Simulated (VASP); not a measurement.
Set up this calculation in VASP 6.6.1, as the native input.

```
Task                   : single point
Functional             : LDA
Potentials or basis    : VASP PAW LDA potentials, release 64 (Na_pv, Ti_sv, O)
Cutoff                 : 520 eV
k mesh                 : 10 × 10 × 10
Occupations            : fermi-dirac, width 0.03 eV
Spin                   : collinear spin, ferromagnetic start
Starting moments       : [0.0, 1.0, 0.0, 0.0] μB
Fixed moment           : 1 μB
Dipole correction      : no
Further INCAR settings : ALGO = Normal; EDIFF = 1e-06; NBANDS = 28
```

The structure of NaTiO2 lies in POSCAR:

```
NaTiO2
1.0
    1.5065914500      0.8698309792      5.3990454898
   -1.5065914500      0.8698309792      5.3990454898
    0.0000000000     -1.7396619584      5.3990454898
Na Ti O
1 1 2
Direct
    0.0000000000      0.0000000000      0.0000000000
    0.5000000000      0.5000000000      0.5000000000
    0.7638036100      0.7638036100      0.7638036100
    0.2361963900      0.2361963900      0.2361963900
```

One way to write it, as run:

INCAR

```
SYSTEM = NaTiO2
ALGO = Normal
EDIFF = 1E-6
ENCUT = 520
GGA = CA
ISIF = 2
ISMEAR = -1
ISPIN = 2
LASPH = .True.
LCHARG = .False.
LMAXMIX = 4
LORBIT = 11
LREAL = .False.
LWAVE = .False.
MAGMOM = 0 1 0 0
NBANDS = 28
NELM = 150
NUPDOWN = 1.0
PREC = Accurate
SIGMA = 0.03
```

KPOINTS

```
k-points
0
Gamma
  10 10 10
  0 0 0
```

Potentials or basis: VASP PAW LDA potentials, release 64 (Na_pv, Ti_sv, O).

Command:

```bash
$ cat potpaw_LDA.64/Na_pv/POTCAR potpaw_LDA.64/Ti_sv/POTCAR potpaw_LDA.64/O/POTCAR > POTCAR
$ mpirun -np 1 vasp_std > vasp.out
```

Results of the run:

The pressure is -7.5 GPa and the largest force is 0.402 eV/Å. The net moment is 1.00 μB per cell, the site moments are Na +0.00; Ti +0.80; O +0.02 μB and the valence electrons inside the program's atomic spheres are Na 6.08; Ti 10.29; O 5.01.

Caveat: the total moment is fixed, so each spin has its own Fermi level.

Wall time 7 min on 1 thread of AMD EPYC 9R45 96-Core Processor (Zen 5), with other jobs on the host, peak memory 0.34 GiB.
